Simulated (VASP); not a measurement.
# Se (Pm-3m) in VASP: notebook

Aim: see how the results for Se move with the level of theory and the settings. Levels: PBE, r2SCAN. Tasks: single point.

Program: VASP 6.6.1. These are calculated values, not measurements. Logs are shortened: lines on timing, memory, paths and dates and some standing lists are left out, and cuts for length are marked.

### 1 The cell of the first run

The structure is cubic, space group Pm-3m (No. 221). The conventional cell has a = 2.882 Å, b = 2.882 Å, c = 2.882 Å, α = 90.00°, β = 90.00°, γ = 90.00°. Within 3.8 Å of Se (site symmetry m-3m) lie 6 Se at 2.88 Å.

### 2 Single point, PBE (strained)

The input, INCAR:

```
SYSTEM = Se
  ALGO = Normal
  EDIFF = 1E-6
  ENCUT = 520
  GGA = PE
  ISIF = 2
  ISMEAR = 0
  LASPH = .True.
  LCHARG = .True.
  LELF = .True.
  LREAL = .False.
  LVHAR = .True.
  LWAVE = .False.
  NBANDS = 9
  NELM = 80
  PREC = Accurate
  SIGMA = 0.1
```

The input, KPOINTS:

```
k-points
0
Gamma
  14 14 14
  0 0 0
```

The input, POSCAR:

```
Se
1.0
    2.8819232151      0.0000000000      0.0000000000
    0.0000000000      2.8819232151      0.0000000000
    0.0000000000      0.0000000000      2.8819232151
Se
1
Direct
    0.0000000000      0.0000000000      0.0000000000
```

Potentials or basis: VASP PAW PBE potentials, release 64 (Se).

The run is started by

```sh
$ cat potpaw_PBE.64/Se/POTCAR > POTCAR
$ mpirun -np 1 vasp_std > vasp.out
```

OUTCAR:

```text
SYSTEM = Se
   EDIFF = 1E-6
   ENCUT = 520
   GGA = PE
   ISIF = 2
   ISMEAR = 0
   LASPH = .True.
   LREAL = .False.
   NELM = 80
   PREC = Accurate

 ion  position               nearest neighbor table
   1  0.000  0.000  0.000-

  LATTYP: Found a simple cubic cell.
 ALAT       =     2.8819232151

  Lattice vectors:

 A1 = (   2.8819232151,   0.0000000000,   0.0000000000)
 A2 = (   0.0000000000,   2.8819232151,   0.0000000000)
 A3 = (   0.0000000000,   0.0000000000,   2.8819232151)

Analysis of symmetry for initial positions (statically):
=====================================================================
 Subroutine PRICEL returns:
 Original cell was already a primitive cell.

 Routine SETGRP: Setting up the symmetry group for a
 simple cubic supercell.

 Subroutine GETGRP returns: Found 48 space group operations
 (whereof 48 operations were pure point group operations)
 out of a pool of 48 trial point group operations.

The static configuration has the point symmetry O_h .

Analysis of symmetry for dynamics (positions and initial velocities):
=====================================================================
 Subroutine PRICEL returns:
 Original cell was already a primitive cell.

 Routine SETGRP: Setting up the symmetry group for a
 simple cubic supercell.

 Subroutine GETGRP returns: Found 48 space group operations
 (whereof 48 operations were pure point group operations)
 out of a pool of 48 trial point group operations.

The dynamic configuration has the point symmetry O_h .

 Subroutine INISYM returns: Found 48 space group operations
 (whereof 48 operations are pure point group operations),
 and found     1 'primitive' translations

----------------------------------------------------------------------------------------

                                     Primitive cell

  volume of cell :      23.9358

  direct lattice vectors                    reciprocal lattice vectors
     2.881923215  0.000000000  0.000000000     0.346990508  0.000000000  0.000000000
     0.000000000  2.881923215  0.000000000     0.000000000  0.346990508  0.000000000
     0.000000000  0.000000000  2.881923215     0.000000000  0.000000000  0.346990508

  length of vectors
     2.881923215  2.881923215  2.881923215     0.346990508  0.346990508  0.346990508

  position of ions in fractional coordinates (direct lattice)
     0.000000000  0.000000000  0.000000000

  ion indices of the primitive-cell ions
   primitive index   ion index
                 1           1

----------------------------------------------------------------------------------------

 KPOINTS: k-points

Automatic generation of k-mesh.
 Grid dimensions read from file:
 generate k-points for:   14   14   14

 Generating k-lattice:

  Cartesian coordinates                     Fractional coordinates (reciprocal lattice)
     0.024785036  0.000000000  0.000000000     0.071428571  0.000000000  0.000000000
     0.000000000  0.024785036  0.000000000     0.000000000  0.071428571  0.000000000
     0.000000000  0.000000000  0.024785036     0.000000000  0.000000000  0.071428571

  Length of vectors
     0.024785036  0.024785036  0.024785036

  Shift w.r.t. Gamma in fractional coordinates (k-lattice)
     0.000000000  0.000000000  0.000000000

 Subroutine IBZKPT returns following result:
 ===========================================

 Found    120 irreducible k-points:

 Following reciprocal coordinates:
            Coordinates               Weight
  0.000000  0.000000  0.000000      1.000000
  0.071429  0.000000  0.000000      6.000000
  0.142857  0.000000  0.000000      6.000000
  0.214286  0.000000  0.000000      6.000000
  0.285714  0.000000  0.000000      6.000000
  0.357143  0.000000  0.000000      6.000000
[... 16 lines left out ...]
  0.285714  0.214286  0.000000     24.000000
  0.357143  0.214286  0.000000     24.000000
 [... further k-points ...]
   k-points           NKPTS =    120   k-points in BZ     NKDIM =    120   number of bands    NBANDS=      9
   number of dos      NEDOS =    301   number of ions     NIONS =      1
   total plane-waves  NPLWV =  13824
   dimension x,y,z NGX =    24 NGY =   24 NGZ =   24
   dimension x,y,z NGXF=    48 NGYF=   48 NGZF=   48
   ions per type =               1
   NGX,Y,Z   is equivalent  to a cutoff of  13.84, 13.84, 13.84 a.u.
   NGXF,Y,Z  is equivalent  to a cutoff of  27.69, 27.69, 27.69 a.u.
 SYSTEM =  Se
   PREC   = accura    normal or accurate (medium, high low for compatibility)
   ISTART =      0    job   : 0-new  1-cont  2-samecut
   ICHARG =      2    charge: 1-file 2-atom 10-const
   ISPIN  =      1    spin polarized calculation?
   LNONCOLLINEAR =      F non collinear calculations
   LSORBIT =      F    spin-orbit coupling
   LASPH  =      T    aspherical Exc in radial PAW
   ENCUT  =  520.0 eV  38.22 Ry    6.18 a.u.   5.36  5.36  5.36*2*pi/ulx,y,z
   NELM   =     80;   NELMIN=  2; NELMDL= -5     # of ELM steps
   EDIFF  = 0.1E-05   stopping-criterion for ELM
   LREAL  =      F    real-space projection
   EDIFFG = 0.1E-04   stopping-criterion for IOM
   NSW    =      0    number of steps for IOM
   IBRION =     -1    ionic relax: 0-MD 1-quasi-New 2-CG
   NFREE  =      0    steps in history (QN), initial steepest desc. (CG)
   ISIF   =      2    stress and relaxation
   ISYM   =      2    0-nonsym 1-usesym 2-fastsym
   POTIM  = 0.5000    time-step for ionic-motion
   TEBEG  =    0.0;   TEEND  =   0.0 temperature during run
   PSTRESS=    0.0 pullay stress
   NELECT =       6.0000    total number of electrons
   NUPDOWN=      -1.0000    fix difference up-down
   EMIN   =  10.00;   EMAX   =-10.00  energy-range for DOS
   EFERMI =   0.00;   METHOD = LEGACY
   ISMEAR =     0;   SIGMA  =   0.10  broadening in eV -4-tet -1-fermi 0-gaus
   EFERMI_NEDOS =   21; number of points for ismear=-14 and -15
   IALGO  =     38    algorithm
   IMIX   =      4    mixing-type and parameters
     AMIX     =   0.40;   BMIX     =  1.00
     AMIX_MAG =   1.60;   BMIX_MAG =  1.00
  volume/ion in A,a.u.               =      23.94       161.53
  Fermi-wavevector in a.u.,A,eV,Ry     =   1.032229  1.950631 14.496971  1.065497
  Thomas-Fermi vector in A             =   2.166417
   LORBIT       =      0    0 simple, 1 ext, 2 COOP (PROOUT), +10 PAW based schemes
   GGA     = PE    functional components
   LHFCALC =     F    Hartree Fock is set to
   AEXX    =    0.0000 exact exchange contribution
   IVDW    =     0    specifies the selected vdW correction
   LEPSILON=     F    determine dielectric tensor
   LRPA    =     F    only Hartree local field effects (RPA)
 non-spin polarized calculation
 Gauss-broadening in eV      SIGMA  =   0.10
  energy-cutoff  :      520.00
  volume of cell :       23.94
 maximum number of plane-waves:       660
 NGX is ok and might be reduce to    24
   NGX = 11   NGY = 11   NGZ = 11

 number of electron       6.0000000 magnetization

 Free energy of the ion-electron system (eV)
  ---------------------------------------------------
  ext. energy  EPLUGINS =         0.00000000
  ---------------------------------------------------
  free energy    TOTEN  =        -3.32098842 eV

  energy without entropy =       -3.31879853  energy(sigma->0) =       -3.31989348

 E-fermi :   4.0144     XC(G=0):  -9.6632

 val. band max:        3.9956648482   @ k =   0.2857   0.1429   0.0714
 cond. band min:       4.0973281804   @ k =   0.2143   0.2143   0.1429
 fundamental gap:      0.1016633322
 Fermi energy:         4.0144009304

 k-point     1 :       0.0000    0.0000    0.0000
  band No.  band energies     occupation
      1     -11.5297      2.00000
      2       5.3210      0.00000
      3       5.3210      0.00000
      4       5.3210      0.00000
      5      11.5826      0.00000
      6      11.8868      0.00000
      7      11.8868      0.00000
      8      25.6317      0.00000
      9      25.6317      0.00000

 k-point     2 :       0.0714    0.0000    0.0000
  band No.  band energies     occupation
      1     -11.4628      2.00000
      2       4.6041      0.00000
      3       5.3732      0.00000
      4       5.3732      0.00000
      5      11.7416      0.00000
      6      11.9569      0.00000
      7      12.6768      0.00000
      8      24.3297      0.00000
      9      24.3297      0.00000

 k-point     3 :       0.1429    0.0000    0.0000
  band No.  band energies     occupation
      1     -11.2664      2.00000
      2       3.0995      2.00000
      3       5.5239      0.00000
      4       5.5239      0.00000
      5      12.0053      0.00000
      6      12.1633      0.00000
      7      14.5841      0.00000
      8      22.5439      0.00000
      9      22.5439      0.00000

 k-point     4 :       0.2143    0.0000    0.0000
  band No.  band energies     occupation
      1     -10.9557      2.00000
      2       1.4679      2.00000
      3       5.7552      0.00000
      4       5.7552      0.00000
      5      12.4227      0.00000
      6      12.4933      0.00000
      7      16.7349      0.00000
      8      20.8900      0.00000
      9      20.8900      0.00000

 k-point     5 :       0.2857    0.0000    0.0000
  band No.  band energies     occupation
      1     -10.5619      2.00000
      2      -0.0357      2.00000
      3       6.0339      0.00000
      4       6.0339      0.00000
      5      12.9185      0.00000
      6      12.9985      0.00000
      7      18.1755      0.00000
      8      19.4774      0.00000
      9      19.4774      0.00000

 k-point     6 :       0.3571    0.0000    0.0000
  band No.  band energies     occupation
      1     -10.1446      2.00000
      2      -1.2745      2.00000
      3       6.3094      0.00000
      4       6.3094      0.00000
      5      13.3814      0.00000
      6      13.7226      0.00000
      7      17.9555      0.00000
      8      18.3815      0.00000
      9      18.3815      0.00000
[... 169 lines left out ...]
 k-point    21 :       0.5000    0.1429    0.0000
  band No.  band energies     occupation
      1      -9.4092      2.00000
      2      -2.1621      2.00000
      3       4.6474      0.00000
      4       6.7822      0.00000
      5      13.0692      0.00000
      6      14.7229      0.00000
      7      17.2391      0.00000
      8      17.7131      0.00000
      9      18.4326      0.00000

 k-point    22 :       0.2143    0.2143    0.0000
  band No.  band energies     occupation
      1     -10.3837      2.00000
      2       1.9934      2.00000
      3       2.0009      2.00000
      4       6.1796      0.00000
      5      13.0169      0.00000
      6      14.7640      0.00000
      7      17.8058      0.00000
      8      18.7057      0.00000
      9      21.0001      0.00000

 k-point    23 :       0.2857    0.2143    0.0000
  band No.  band energies     occupation
      1      -9.9915      2.00000
      2       0.5086      2.00000
      3       2.3514      2.00000
      4       6.4510      0.00000
      5      13.0031      0.00000
      6      14.1396      0.00000
      7      18.4905      0.00000
      8      19.9865      0.00000
      9      19.9918      0.00000

 k-point    24 :       0.3571    0.2143    0.0000
  band No.  band energies     occupation
      1      -9.5761      2.00000
      2      -0.7208      2.00000
      3       2.7168      2.00000
      4       6.7183      0.00000
      5      12.2172      0.00000
      6      14.4298      0.00000
      7      18.8347      0.00000
      8      18.9595      0.00000
      9      20.0886      0.00000

 [... further k-points ...]
[... 5 lines left out ...]
  --------------------------------------------------------------------------------------
  -------------------------------------------------------------------------------------
  Total       -0.5128271     -0.5128271     -0.5128271      0.0000000     -0.0000000      0.0000000
  in kB      -34.3268813    -34.3268813    -34.3268813      0.0000000     -0.0000000      0.0000000
  external PRESSURE =     -34.3268813 kB  Pullay stress =       0.0000000 kB

 VOLUME and BASIS-vectors are now :
 -----------------------------------------------------------------------------
  energy-cutoff  :      520.00
  volume of cell :       23.94
      direct lattice vectors                 reciprocal lattice vectors
     2.881923215  0.000000000  0.000000000     0.346990508  0.000000000  0.000000000
     0.000000000  2.881923215  0.000000000     0.000000000  0.346990508  0.000000000
     0.000000000  0.000000000  2.881923215     0.000000000  0.000000000  0.346990508

 POSITION                                       TOTAL-FORCE (eV/Angst)
 -----------------------------------------------------------------------------------
      0.00000      0.00000      0.00000         0.000000      0.000000      0.000000
 -----------------------------------------------------------------------------------
    total drift:                               -0.000000      0.000000     -0.000000

  FREE ENERGIE OF THE ION-ELECTRON SYSTEM (eV)
  ---------------------------------------------------
  free  energy   TOTEN  =        -3.3209884179 eV

  energy  without entropy=       -3.3187985331  energy(sigma->0) =       -3.31989348
```

Wall time 11 s (1 thread of AMD EPYC 9R45 (Zen 5), shared host); peak memory 0.12 GiB.

Results:

```
Free energy            : -3.3210 eV
Pressure               : -3.4 GPa
Band gap on the k mesh : zero (band 3 reaches 6.59 eV, above the bottom of band 4 at 0.92 eV)
```

Levels at points of the mesh, in eV from the Fermi level:
```
           k point  band 1  band 2  band 3  band 4  band 5  band 6
(0.00, 0.00, 0.00)  -15.54    1.31    1.31    1.31    7.57    7.87
(0.50, 0.00, 0.00)  -13.68   -6.43    2.58    2.58    9.92   11.13
(0.50, 0.50, 0.00)  -11.85   -4.65   -4.65    3.30    3.73   13.01
(0.50, 0.50, 0.50)  -10.00   -3.09   -3.09   -3.09    6.07    6.07
```

Caveat: the cell differs from its parent crystal (strained).

### 3 Single point, PBE (strained)

The input, INCAR:

```
SYSTEM = Se
  PREC = Accurate
  ENCUT = 520
  EDIFF = 1E-6
  ISMEAR = 0
  SIGMA = 0.1
  LREAL = .FALSE.
  LASPH = .TRUE.
  NELM = 80
  ALGO = Normal
  ISIF = 2
  LWAVE = .FALSE.
  LCHARG = .FALSE.
  GGA = PE
  NBANDS = 9
```

The input, KPOINTS:

```
Automatic mesh
0
G
  14 14 14
  0 0 0
```

The input, POSCAR:

```
Se
1.0
    2.8932778897      0.0000000000      0.0000000000
    0.0000000000      2.8932778897      0.0000000000
    0.0000000000      0.0000000000      2.8932778897
Se
1
Direct
    0.0000000000      0.0000000000      0.0000000000
```

Potentials or basis: VASP PAW PBE potentials, release 64 (Se).

The run is started by

```sh
$ cat potpaw_PBE.64/Se/POTCAR > POTCAR
$ mpirun -np 1 vasp_std > vasp.out
```

OUTCAR:

```text
SYSTEM = Se
   PREC = Accurate
   ENCUT = 520
   EDIFF = 1E-6
   ISMEAR = 0
   LREAL = .FALSE.
   LASPH = .TRUE.
   NELM = 80
   ISIF = 2
   GGA = PE

 ion  position               nearest neighbor table
   1  0.000  0.000  0.000-

  LATTYP: Found a simple cubic cell.
 ALAT       =     2.8932778897

  Lattice vectors:

 A1 = (   2.8932778897,   0.0000000000,   0.0000000000)
 A2 = (   0.0000000000,   2.8932778897,   0.0000000000)
 A3 = (   0.0000000000,   0.0000000000,   2.8932778897)

Analysis of symmetry for initial positions (statically):
=====================================================================
 Subroutine PRICEL returns:
 Original cell was already a primitive cell.

 Routine SETGRP: Setting up the symmetry group for a
 simple cubic supercell.

 Subroutine GETGRP returns: Found 48 space group operations
 (whereof 48 operations were pure point group operations)
 out of a pool of 48 trial point group operations.

The static configuration has the point symmetry O_h .

Analysis of symmetry for dynamics (positions and initial velocities):
=====================================================================
 Subroutine PRICEL returns:
 Original cell was already a primitive cell.

 Routine SETGRP: Setting up the symmetry group for a
 simple cubic supercell.

 Subroutine GETGRP returns: Found 48 space group operations
 (whereof 48 operations were pure point group operations)
 out of a pool of 48 trial point group operations.

The dynamic configuration has the point symmetry O_h .

 Subroutine INISYM returns: Found 48 space group operations
 (whereof 48 operations are pure point group operations),
 and found     1 'primitive' translations

----------------------------------------------------------------------------------------

[... 110 lines left out ...]
     AMIX_MAG =   1.60;   BMIX_MAG =  1.00
  volume/ion in A,a.u.               =      24.22       163.44
  Fermi-wavevector in a.u.,A,eV,Ry     =   1.028178  1.942975 14.383407  1.057151
  Thomas-Fermi vector in A             =   2.162161
   LORBIT       =      0    0 simple, 1 ext, 2 COOP (PROOUT), +10 PAW based schemes
   GGA     = PE    functional components
   LHFCALC =     F    Hartree Fock is set to
   AEXX    =    0.0000 exact exchange contribution
   IVDW    =     0    specifies the selected vdW correction
   LEPSILON=     F    determine dielectric tensor
   LRPA    =     F    only Hartree local field effects (RPA)
 non-spin polarized calculation
 Gauss-broadening in eV      SIGMA  =   0.10
  energy-cutoff  :      520.00
  volume of cell :       24.22
 maximum number of plane-waves:       672
 NGX is ok and might be reduce to    24
   NGX = 11   NGY = 11   NGZ = 11

 number of electron       6.0000000 magnetization

 Free energy of the ion-electron system (eV)
  ---------------------------------------------------
  ext. energy  EPLUGINS =         0.00000000
  ---------------------------------------------------
  free energy    TOTEN  =        -3.31434348 eV

  energy without entropy =       -3.31211862  energy(sigma->0) =       -3.31323105

 E-fermi :   3.8812     XC(G=0):  -9.6108

 val. band max:        3.8647926058   @ k =   0.2857   0.1429   0.0714
 cond. band min:       3.9647070328   @ k =   0.2143   0.2143   0.1429
 fundamental gap:      0.0999144270
 Fermi energy:         3.8812262571

 k-point     1 :       0.0000    0.0000    0.0000
  band No.  band energies     occupation
      1     -11.5680      2.00000
      2       5.1691      0.00000
      3       5.1691      0.00000
      4       5.1691      0.00000
      5      11.3894      0.00000
      6      11.7724      0.00000
      7      11.7724      0.00000
      8      25.3847      0.00000
      9      25.3847      0.00000
[... 265 lines left out ...]
 k-point    24 :       0.3571    0.2143    0.0000
  band No.  band energies     occupation
      1      -9.6516      2.00000
      2      -0.7836      2.00000
      3       2.6022      2.00000
      4       6.5383      0.00000
      5      12.0878      0.00000
      6      14.2650      0.00000
      7      18.6149      0.00000
      8      18.7809      0.00000
      9      19.8771      0.00000

 [... further k-points ...]

------------------------ aborting loop because EDIFF is reached ----------------------------------------

  FORCE on cell =-STRESS in cart. coord.  units (eV):
  Direction    XX          YY          ZZ          XY          YZ          ZX
  --------------------------------------------------------------------------------------
  -------------------------------------------------------------------------------------
  Total       -0.6137754     -0.6137754     -0.6137754      0.0000000      0.0000000     -0.0000000
  in kB      -40.6022041    -40.6022041    -40.6022041      0.0000000      0.0000000     -0.0000000
  external PRESSURE =     -40.6022041 kB  Pullay stress =       0.0000000 kB

 VOLUME and BASIS-vectors are now :
 -----------------------------------------------------------------------------
  energy-cutoff  :      520.00
  volume of cell :       24.22
      direct lattice vectors                 reciprocal lattice vectors
     2.893277890  0.000000000  0.000000000     0.345628743  0.000000000  0.000000000
     0.000000000  2.893277890  0.000000000     0.000000000  0.345628743  0.000000000
     0.000000000  0.000000000  2.893277890     0.000000000  0.000000000  0.345628743

 POSITION                                       TOTAL-FORCE (eV/Angst)
 -----------------------------------------------------------------------------------
      0.00000      0.00000      0.00000         0.000000      0.000000      0.000000
 -----------------------------------------------------------------------------------
    total drift:                                0.000000      0.000000     -0.000000

  FREE ENERGIE OF THE ION-ELECTRON SYSTEM (eV)
  ---------------------------------------------------
  free  energy   TOTEN  =        -3.3143434757 eV

  energy  without entropy=       -3.3121186238  energy(sigma->0) =       -3.31323105
```

Run time: 9.8 s. Hardware: 1 thread of AMD EPYC 9R45 (Zen 5), shared host; peak memory 0.12 GiB.

What came out:

* Free energy: -3.3143 eV
* Pressure: -4.1 GPa
* Band gap on the k mesh: zero (band 3 reaches 6.42 eV, above the bottom of band 4 at 0.83 eV)

Caveat: the cell differs from its parent crystal (strained).

(Part 1 of 2 ends here.)
